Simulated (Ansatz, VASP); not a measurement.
AlNi: VASP beside Ansatz

File INCAR:

```
PREC     = Accurate       # precision mode
ENCUT    = 520            # plane-wave cutoff, eV
EDIFF    = 1E-6           # SCF threshold, eV
ISMEAR   = 0              # smearing method
SIGMA    = 0.1            # smearing width, eV
LREAL    = F              # projectors in reciprocal space
LASPH    = T              # aspherical terms in the spheres
NELM     = 60             # most SCF steps
ALGO     = Fast           # electronic algorithm
ISIF     = 2              # what is computed and relaxed
LWAVE    = F              # write WAVECAR
LCHARG   = F              # write CHGCAR
GGA      = PS             # functional
NBANDS   = 14             # bands
```

The input KPOINTS:

```
regular mesh
0
Gamma
  8 8 8
```

Contents of POSCAR:

```
AlNi
1.0
    1.9386940000     -1.9531901500      0.0000000000
    1.9386940000      1.9531901500      0.0000000000
    0.0000000000      0.0000000000      3.0994300413
Al Ni
1 1
Direct
    0.0000000000      0.0000000000      0.0000000000
    0.5000000000      0.5000000000      0.5000000000
```

Input for Ansatz:

```yaml
crystal:
  lattice:
    - [1.938694, -1.95319015, 0.0]
    - [1.938694, 1.95319015, 0.0]
    - [0.0, 0.0, 3.0994300413]
  atoms:
    - { symbol: Al, position: [0.0, 0.0, 0.0] }
    - { symbol: Ni, position: [0.5, 0.5, 0.5] }
basis:
  ecutwfc: 420
kpoints:
  mp_grid: { grid: [8, 8, 8] }
hamiltonian:
  xc: pbesol
scf:
  occupations: { method: gaussian, width: 0.1 }
output:
  forces: true
  stress: true
  eigenvalues: true
```

Alike in both runs: task single point; functional PBEsol; k mesh 8 × 8 × 8; occupations gaussian, width 0.1 eV; no spin polarisation.

|  | VASP | Ansatz |
| --- | --- | --- |
| version | VASP 6.6.1 | Ansatz 0.2.0 |
| potentials or method | VASP PAW PBE potentials, release 64 (Al, Ni), cutoff 520 eV | scalar-relativistic, plane waves, PAW |
| valence electrons in the cell | 13 | 21 |

VASP gave:

- gap on the k mesh at the Fermi level (eV): none
- pressure (GPa): 0.2
- traceless stress, the component that is largest in VASP (GPa): -3.95

Problem. What did Ansatz give for the same quantities?

Solution. gap on the k mesh at the Fermi level (eV): none; pressure (GPa): 0.5; traceless stress, the component that is largest in VASP (GPa): -3.78.

VASP's potentials were made for PBE, not for PBEsol. A gap of «none» marks a metal or a gap that the smearing closes. The functional is the same, so the differences come from potentials, cutoffs and numerics. VASP's potentials hold 13 valence electrons a cell and Ansatz's 21, so a difference there can come from the potentials and not from the codes.
